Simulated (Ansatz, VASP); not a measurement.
## One calculation of Cu, two programs

```
Cu
1.0
    -1.44769    1.44769    1.36931
     1.44769   -1.44769    1.36931
     1.44769    1.44769   -1.36931
Cu
1
Direct
  0.00000 0.00000 0.00000
```

Alike in both runs: functional r2SCAN; k mesh 20 × 20 × 20; occupations gaussian, width 0.1 eV; no spin polarisation.

Ansatz relaxed the structure, and its values are those at the end. VASP's run is a single point on that final structure, the one shown.

```csv
,VASP,Ansatz
version,VASP 6.6.1,Ansatz 0.2.0
potentials or method,"VASP PAW PBE potentials, release 64 (Cu), cutoff 520 eV","scalar-relativistic, plane waves, PAW"
valence electrons in the cell,11,19
```

```csv
,VASP,Ansatz,Ansatz less VASP
gap on the k mesh at the Fermi level (eV),none,none,-
pressure (GPa),0.7,0.0,-0.66
```

VASP's potentials were made for PBE, not for r2SCAN. A gap of «none» marks a metal or a gap that the smearing closes. VASP's potentials hold 11 valence electrons a cell and Ansatz's 19, so a difference there can come from the potentials and not from the codes.
